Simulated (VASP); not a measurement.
NaHf3NbBi3:

```xyz
8
Lattice="5.9078 0.0000 0.0000 0.0000 5.9078 0.0000 0.0000 0.0000 5.9078" Properties=species:S:1:pos:R:3 pbc="T T T"
Na    2.9539    2.9539    2.9539
Hf    2.9539    0.0000    0.0000
Hf    0.0000    2.9539    0.0000
Hf    0.0000    0.0000    2.9539
Nb    0.0000    0.0000    0.0000
Bi    0.0000    2.9539    2.9539
Bi    2.9539    0.0000    2.9539
Bi    2.9539    2.9539    0.0000
```

The cell was built from a structure type or drawn by symmetry, and may not be a known phase.

* Program: VASP 6.6.1
* Task: relaxation of cell and atoms
* Functional: PBE
* Potentials or basis: VASP PAW PBE potentials, release 64 (Na_pv, Hf_pv, Nb_sv, Bi_d)
* Cutoff: 500 eV
* k mesh: 3 × 3 × 3
* Occupations: gaussian, width 0.2 eV
* Spin: no spin polarisation

At the start: pressure 1.4 GPa; volume 25.77 Å³/atom.

Question: Where does the relaxation end?

Answer: Over 3 steps the energy falls by 2.2 meV/atom and the volume is 26.28 Å³/atom (+2.0 %); space group Pm-3m (No. 221, to 0.1 Å) before and after.

The path:
| step | energy change (eV) | largest force (eV/Å) | pressure (GPa) | volume (Å³) |
| --- | --- | --- | --- | --- |
| 1 | 0.0000 | 0.0000 | 1.44 | 206.20 |
| 2 | -0.0093 | 0.0000 | -0.94 | 213.17 |
| 3 | -0.0179 | 0.0000 | 0.00 | 210.27 |

Final structure:
```yaml
crystal:
  lattice:
    - [5.94647, 0.00000, 0.00000]
    - [0.00000, 5.94647, 0.00000]
    - [0.00000, 0.00000, 5.94647]
  atoms:
    - { symbol: Na, position: [0.50000, 0.50000, 0.50000] }
    - { symbol: Hf, position: [0.50000, 0.00000, 0.00000] }
    - { symbol: Hf, position: [0.00000, 0.50000, 0.00000] }
    - { symbol: Hf, position: [0.00000, 0.00000, 0.50000] }
    - { symbol: Nb, position: [0.00000, 0.00000, 0.00000] }
    - { symbol: Bi, position: [0.00000, 0.50000, 0.50000] }
    - { symbol: Bi, position: [0.50000, 0.00000, 0.50000] }
    - { symbol: Bi, position: [0.50000, 0.50000, 0.00000] }
```
